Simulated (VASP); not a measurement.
# TiB2: single point with PBE

TiB2:

```
Ti B
1.0
     3.02920    0.00000    0.00000
    -1.51460    2.62336    0.00000
     0.00000    0.00000    3.22840
Ti B
1 2
Direct
  0.00000 0.00000 0.00000
  0.66667 0.33333 0.50000
  0.33333 0.66667 0.50000
```

```
Program             : VASP 6.6.1
Task                : single point
Functional          : PBE
Potentials or basis : VASP PAW PBE potentials, release 64 (Ti_sv, B)
Cutoff              : 520 eV
k mesh              : 10 × 10 × 8
Occupations         : gaussian, width 0.012 eV
Spin                : no spin polarisation
```

```json
{
  "Pressure": "0.6 GPa",
  "Band gap on the k mesh": "zero (band 9 reaches 10.39 eV, above the bottom of band 10 at 9.82 eV)"
}
```

Levels at points of the mesh, in eV from the Fermi level:
```csv
k point,band 5,band 6,band 7,band 8,band 9,band 10,band 11,band 12,band 13,band 14
"(0.00, 0.00, 0.00)",-13.45,-2.54,-2.54,-2.27,-2.05,1.95,1.95,3.71,3.71,5.83
"(0.50, 0.00, 0.00)",-9.30,-9.18,-3.20,-3.16,-2.20,1.40,2.79,3.27,3.42,7.50
"(0.00, 0.00, 0.50)",-11.53,-7.55,-0.49,-0.49,-0.12,-0.12,0.49,0.49,1.70,6.62
"(0.50, 0.00, 0.50)",-9.69,-7.49,-4.58,-3.76,-3.09,2.54,2.97,4.52,4.63,5.43
```

Run time: 9 s on 1 thread of Intel(R) Xeon(R) 6975P-C (Granite Rapids), on a shared host, peak memory 0.15 GiB.
